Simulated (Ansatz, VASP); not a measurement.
# SiC: VASP beside Ansatz

```
Si C
1.0
     5.60684    0.00000    0.00000
     0.00000    5.60684    0.00000
     0.00000    0.00000    3.02377
Si C
4 4
Direct
  0.09409 0.33395 0.23567
  0.90591 0.66605 0.73567
  0.66605 0.09409 0.98567
  0.33395 0.90591 0.48567
  0.32795 0.12109 0.01433
  0.67205 0.87891 0.51433
  0.87891 0.32795 0.76433
  0.12109 0.67205 0.26433
```

Alike in both runs: functional PBE; k mesh 4 × 4 × 6; occupations gaussian, width 0.1 eV; no spin polarisation.

Ansatz relaxed the structure, and its values are those at the end. VASP's run is a single point on that final structure, the one shown.

```csv
,VASP,Ansatz
version,VASP 6.6.1,Ansatz 0.2.0
potentials or method,"VASP PAW PBE potentials, release 64 (Si, C), cutoff 520 eV","scalar-relativistic, plane waves, PAW"
valence electrons in the cell,32,32
```

Ansatz gave:

- gap on the k mesh at the Fermi level (eV): 0.94
- least direct gap on the mesh (eV): 1.20
- pressure (GPa): 0.0
- rms of the force components (eV/Å): 0.002

**Question.** Estimate VASP's values.

**Answer.** gap on the k mesh at the Fermi level (eV): 0.94; least direct gap on the mesh (eV): 1.19; pressure (GPa): 0.0; rms of the force components (eV/Å): 0.005.

The functional is the same, so the differences come from potentials, cutoffs and numerics.
